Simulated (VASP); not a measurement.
Here is a VASP 6.6.1 calculation.

File INCAR:

```
ALGO = Normal
EDIFF = 1E-6
ENCUT = 520
GGA = PE
ISIF = 2
ISMEAR = -1
LASPH = T
LCHARG = T
LELF = T
LREAL = F
LVHAR = T
LWAVE = F
NBANDS = 15
NELM = 100
PREC = Accurate
SIGMA = 0.02
```

File KPOINTS:

```
k-points
0
Gamma
  6 6 6
```

The input POSCAR:

```
KBr
1.0
    0.0610413531      3.6882992785      3.6882992785
    3.6882992785      0.0610413531      3.6882992785
    3.7493406316      3.7493406316      0.0000000000
K Br
1 1
Direct
    0.0037670664      0.0037670664     -0.0037670664
    0.2462329336      0.2462329336      0.2537670664
```

Potentials or basis: VASP PAW PBE potentials, release 64 (K_sv, Br).

Launch:

```console
$ cat potpaw_PBE.64/K_sv/POTCAR potpaw_PBE.64/Br/POTCAR > POTCAR
$ mpirun -np 1 vasp_std > vasp.out
```

**Question.** Estimate the band gap on the k mesh.

**Answer.** 4.26 eV (least direct gap 4.27 eV).

**Question.** What does it give for the pressure?

**Answer.** 0.3 GPa.

Stress tensor (GPa, compression positive):
```
 0.27 -0.07  0.00
-0.07  0.27  0.00
 0.00  0.00  0.27
```

Caveat: the cell differs from its parent crystal (shear xy strain +3.3%). A k mesh can miss the band edges.
